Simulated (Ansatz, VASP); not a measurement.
**One calculation of CdS, two programs**

```
CELL_PARAMETERS angstrom
4.28939 0.00000 0.00000
-2.14470 3.71472 0.00000
0.00000 0.00000 5.84261
ATOMIC_POSITIONS crystal
Cd 0.00000 0.00000 0.44269
S 0.66667 0.33333 0.43431
```

Alike in both runs: task single point; functional r2SCAN; k mesh 6 × 6 × 4; no spin polarisation.

|  | VASP | Ansatz |
| --- | --- | --- |
| version | VASP 6.6.1 | Ansatz 0.2.0 |
| potentials or method | VASP PAW PBE potentials, release 64 (Cd, S), cutoff 520 eV | plane waves, PAW |
| occupations | gaussian, width 0.01 eV | fixed |
| valence electrons in the cell | 18 | 26 |

Ansatz gave:

* pressure (GPa): -1.4
* traceless stress, the component that is largest in VASP (GPa): 1.29

**Question.** What did VASP give for the same quantities?

**Answer.** Pressure (GPa): -1.2; traceless stress, the component that is largest in VASP (GPa): 1.13.

VASP's potentials were made for PBE, not for r2SCAN. VASP's potentials hold 18 valence electrons a cell and Ansatz's 26, so a difference there can come from the potentials and not from the codes.
